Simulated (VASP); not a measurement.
# SiPb8S7 (a cell with a defect) in VASP: a series of runs, part 2 of 2

VASP 6.6.1.

### 3 Single point, PBEsol

Contents of INCAR:

```
ALGO = Normal
EDIFF = 1E-6
ENCUT = 520
GGA = PS
ISIF = 2
ISMEAR = -1
LASPH = True
LCHARG = False
LREAL = Auto
LWAVE = False
NBANDS = 93
NELECT = 157.0
NELM = 100
PREC = Accurate
SIGMA = 0.05
```

Contents of KPOINTS:

```
Automatic mesh
0
Gamma
  2 2 2
  0.5 0.5 0.5
```

Contents of POSCAR:

```
SiPb8S7
1.0
   11.8000000000      0.0000000000      0.0000000000
    0.0000000000      5.9000000000      0.0000000000
    0.0000000000      0.0000000000      5.9000000000
S Si Pb
7 1 8
Direct
    0.2298610000      0.9770550000      0.0164580000
    0.7505110000      0.9981860000      0.0040200000
    0.0008860000      0.4998970000      0.0062650000
    0.0010610000      0.9814520000      0.4854490000
    0.5279000000      0.9821810000      0.5199720000
    0.2423710000      0.5179490000      0.5217030000
    0.7631520000      0.5020270000      0.5093060000
    0.4956210000      0.5343030000      0.0147640000
    0.9945720000      0.0093570000      0.9861180000
    0.4928110000      0.9803950000      0.9747170000
    0.2387910000      0.4985510000      0.9890880000
    0.7441960000      0.4728680000      0.0289290000
    0.2385280000      0.0352340000      0.5187140000
    0.7592910000      0.9952150000      0.4880200000
    0.0048440000      0.4867540000      0.5074680000
    0.5024910000      0.5024790000      0.5108900000
```

Potentials or basis: VASP PAW PBE potentials, release 64 (S, Si, Pb_d).

Run with:

```
$ cat potpaw_PBE.64/S/POTCAR potpaw_PBE.64/Si/POTCAR potpaw_PBE.64/Pb_d/POTCAR > POTCAR
$ mpirun -np 1 vasp_std > vasp.out
```

OUTCAR:

```text
EDIFF = 1E-6
   ENCUT = 520
   GGA = PS
   ISIF = 2
   ISMEAR = -1
   LASPH = True
   LREAL = Auto
   NELECT = 157.0
   NELM = 100
   PREC = Accurate

 ion  position               nearest neighbor table
   1  0.230  0.977  0.016-   9 2.79  11 2.83  13 2.96  13 2.98  11 3.08  10 3.11
   2  0.751  0.998  0.004-  12 2.81  14 2.86   9 2.88  14 3.05  10 3.05  12 3.10
   3  0.001  0.500  0.006-  11 2.81   9 2.90  15 2.94  15 2.96   9 3.01  12 3.04
   4  0.001  0.981  0.485-  13 2.83  14 2.85  15 2.92   9 2.95   9 2.96  15 2.98
   5  0.528  0.982  0.520-  10 2.71  14 2.74  16 2.85  16 3.08  10 3.24  13 3.43
   6  0.242  0.518  0.522-  11 2.76  15 2.81  13 2.85  13 3.05  16 3.07  11 3.14
   7  0.763  0.502  0.509-  12 2.85  15 2.85  14 2.91  14 2.99  16 3.08  12 3.08
   8  0.496  0.534  0.015-  10 2.64  16 2.93  12 2.96  16 2.98  11 3.04  10 3.28
   9  0.995  0.009  0.986-   1 2.79   2 2.88   3 2.90   4 2.95   4 2.96   3 3.01  13 3.99  15 3.99
                            12 4.03  14 4.04  14 4.06  11 4.08
  10  0.493  0.980  0.975-   8 2.64   5 2.71   2 3.05   1 3.11   5 3.24   8 3.28  16 3.93  13 4.04
                            16 4.12  11 4.13
  11  0.239  0.499  0.989-   6 2.76   3 2.81   1 2.83   8 3.04   1 3.08   6 3.14  13 3.90  15 3.96
                             9 4.08  15 4.12  10 4.13
  12  0.744  0.473  0.029-   2 2.81   7 2.85   8 2.96   3 3.04   7 3.08   2 3.10  14 3.91  16 4.03
                             9 4.03  14 4.11
  13  0.239  0.035  0.519-   4 2.83   6 2.85   1 2.96   1 2.98   6 3.05   5 3.43  15 3.83  11 3.90
                             9 3.99  10 4.04
  14  0.759  0.995  0.488-   5 2.74   4 2.85   2 2.86   7 2.91   7 2.99   2 3.05  12 3.91   9 4.04
                             9 4.06  15 4.10  12 4.11
  15  0.005  0.487  0.507-   6 2.81   7 2.85   4 2.92   3 2.94   3 2.96   4 2.98  13 3.83  11 3.96
                             9 3.99  14 4.10  11 4.12
  16  0.502  0.502  0.511-   5 2.85   8 2.93   8 2.98   6 3.07   7 3.08   5 3.08  10 3.93  12 4.03
                            10 4.12

  LATTYP: Found a simple tetragonal cell.
 ALAT       =     5.9000000000
 C/A-ratio  =     2.0000000000

  Lattice vectors:

 A1 = (   0.0000000000,   5.9000000000,   0.0000000000)
 A2 = (   0.0000000000,   0.0000000000,   5.9000000000)
 A3 = (  11.8000000000,   0.0000000000,   0.0000000000)

[... 162 lines left out ...]
   LEPSILON=     F    determine dielectric tensor
   LRPA    =     F    only Hartree local field effects (RPA)
 non-spin polarized calculation
  energy-cutoff  :      520.00
  volume of cell :      410.76
 maximum number of plane-waves:     11058
 NGX is ok and might be reduce to    90
   NGX = 43   NGY = 21   NGZ = 21

 number of electron     156.9999998 magnetization

 Free energy of the ion-electron system (eV)
  ---------------------------------------------------
  ext. energy  EPLUGINS =         0.00000000
  ---------------------------------------------------
  free energy    TOTEN  =       -81.19192427 eV

  energy without entropy =      -81.12490670  energy(sigma->0) =      -81.15841548

 E-fermi :   5.4765     XC(G=0):  -9.9263

 val. band max:        5.4344465173   @ k =   0.2500  -0.2500   0.2500
 cond. band min:       5.4798317994   @ k =   0.2500   0.2500   0.2500
 fundamental gap:      0.0453852821
 Fermi energy:         5.4764622289

 k-point     1 :       0.2500    0.2500    0.2500
  band No.  band energies     occupation
      1     -11.0319      2.00000
      2     -11.0103      2.00000
      3     -10.9679      2.00000
      4     -10.9607      2.00000
      5     -10.9428      2.00000
      6     -10.9346      2.00000
[... 361 lines left out ...]
     89       9.0810      0.00000
     90       9.2316      0.00000
 [bands above 90 left out]

------------------------ aborting loop because EDIFF is reached ----------------------------------------

  FORCE on cell =-STRESS in cart. coord.  units (eV):
  Direction    XX          YY          ZZ          XY          YZ          ZX
  --------------------------------------------------------------------------------------
  -------------------------------------------------------------------------------------
  Total      -10.1688923    -17.4541276    -18.2173312     -0.4953957     -0.2175546      0.2326262
  in kB      -39.6641545    -68.0804939    -71.0573989     -1.9323099     -0.8485801      0.9073673
  external PRESSURE =     -59.6006825 kB  Pullay stress =       0.0000000 kB

 VOLUME and BASIS-vectors are now :
 -----------------------------------------------------------------------------
  energy-cutoff  :      520.00
  volume of cell :      410.76
      direct lattice vectors                 reciprocal lattice vectors
    11.800000000  0.000000000  0.000000000     0.084745763  0.000000000  0.000000000
     0.000000000  5.900000000  0.000000000     0.000000000  0.169491525  0.000000000
     0.000000000  0.000000000  5.900000000     0.000000000  0.000000000  0.169491525

 POSITION                                       TOTAL-FORCE (eV/Angst)
 -----------------------------------------------------------------------------------
      2.71236      5.76462      0.09710         0.957828      0.404916     -0.089009
      8.85603      5.88930      0.02372        -0.415192     -0.157271     -0.086232
      0.01045      2.94939      0.03696        -0.242242     -0.066852     -0.068757
      0.01252      5.79057      2.86415         0.442962      0.243831      0.213226
      6.22922      5.79487      3.06783        -1.208124      0.132427     -0.353350
      2.85998      3.05590      3.07805         0.698218     -0.005393     -0.294569
[... 8 lines left out ...]
      0.05716      2.87185      2.99406        -0.345556      0.177392     -0.136988
      5.92939      2.96463      3.01425         0.145221     -0.117401      0.060746
 -----------------------------------------------------------------------------------
    total drift:                               -0.012465     -0.000266      0.004033

  FREE ENERGIE OF THE ION-ELECTRON SYSTEM (eV)
  ---------------------------------------------------
  free  energy   TOTEN  =       -81.1919242656 eV

  energy  without entropy=      -81.1249067041  energy(sigma->0) =      -81.15841548
```

OSZICAR:

```text
N       E                     dE             d eps       ncg     rms          rms(c)
DAV:   1     0.196417305110E+04    0.19642E+04   -0.69787E+04   744   0.183E+03
DAV:   2     0.249986593452E+03   -0.17142E+04   -0.16717E+04   744   0.510E+02
DAV:   3    -0.538140633348E+02   -0.30380E+03   -0.29142E+03   895   0.240E+02
DAV:   4    -0.822012636206E+02   -0.28387E+02   -0.27899E+02   960   0.680E+01
DAV:   5    -0.831117875487E+02   -0.91052E+00   -0.90553E+00   888   0.122E+01    0.144E+01
DAV:   6    -0.811887826096E+02    0.19230E+01   -0.53785E+00  1120   0.119E+01    0.812E+00
DAV:   7    -0.812075611661E+02   -0.18779E-01   -0.22841E+00  1040   0.629E+00    0.288E+00
DAV:   8    -0.811907190900E+02    0.16842E-01   -0.22190E-01  1040   0.367E+00    0.873E-01
DAV:   9    -0.811916826497E+02   -0.96356E-03   -0.46458E-02  1008   0.105E+00    0.301E-01
DAV:  10    -0.811916021900E+02    0.80460E-04   -0.41147E-03  1040   0.494E-01    0.150E-01
DAV:  11    -0.811918968904E+02   -0.29470E-03   -0.10819E-03   888   0.158E-01    0.516E-02
DAV:  12    -0.811919172510E+02   -0.20361E-04   -0.10166E-04  1048   0.576E-02    0.260E-02
DAV:  13    -0.811919240017E+02   -0.67507E-05   -0.52854E-05   864   0.279E-02    0.122E-02
DAV:  14    -0.811919242656E+02   -0.26392E-06   -0.55449E-06   720   0.148E-02
   1 F= -.81191924E+02 E0= -.81158415E+02  d E =-.670176E-01
```

stdout:

```text
POSCAR found type information on POSCAR S SiPb
 POSCAR found :  3 types and      16 ions
 scaLAPACK will be used
 -----------------------------------------------------------------------------
|                                                                             |
|                                                                             |
|     You enforced a specific xc type in the INCAR file but a different       |
|     I HOPE YOU KNOW WHAT YOU ARE DOING!                                     |
|                                                                             |
 -----------------------------------------------------------------------------

 LDA part: xc-table for (Slater+PW92), standard interpolation
 POSCAR, INCAR and KPOINTS ok, starting setup
 FFT: planning ... GRIDC
 FFT: planning ... GRID_SOFT
 FFT: planning ... GRID
 WAVECAR not read
 entering main loop
 the old and the new charge density differ
 old charge density:   158.00000 new  157.00000
    0.144E+01
```

It took 3.7 min on 1 thread of Intel Xeon Platinum 8259CL at 2.50GHz (Skylake/Cascade Lake), shared host; peak memory 0.5 GiB.

What came out:

* Free energy: -81.1919 eV
* Largest force: 1.439 eV/Å

Forces on the atoms (eV/Å):
```
S    0.958  0.405 -0.089
S   -0.415 -0.157 -0.086
S   -0.242 -0.067 -0.069
S    0.443  0.244  0.213
S   -1.208  0.132 -0.353
S    0.698 -0.005 -0.295
S   -0.722 -0.177 -0.009
Si   0.015 -1.294  0.056
Pb  -0.130 -0.266  0.104
Pb   0.117  1.389  0.360
Pb   0.294  0.040  0.414
Pb   0.153  0.284 -0.242
Pb   0.183 -0.623 -0.242
Pb   0.058  0.036  0.314
Pb  -0.346  0.177 -0.137
Pb   0.145 -0.117  0.061
```

Levels at points of the mesh, in eV from the Fermi level:
| k point | band 75 | band 76 | band 77 | band 78 | band 79 | band 80 | band 81 | band 82 |
| --- | --- | --- | --- | --- | --- | --- | --- | --- |
| (0.25, 0.25, 0.25) | -1.15 | -1.07 | -0.73 | -0.54 | 0.00 | 0.39 | 1.96 | 2.23 |

Caveat: the k points lie up to 0.53 Å⁻¹ apart, too coarse for converged energies and pressures of a metal; the cell carries a net charge on a neutralising background, which shifts energy and pressure; the cell is charged against a uniform background, so pressure and absolute levels hang on convention; the PAW data sets were made with another functional, which shifts forces and pressure a little; spin-orbit coupling is left out, which moves the levels of the heavy elements; an odd number of electrons without spin polarisation forces a metal; a magnetic or distorted state may lie lower.
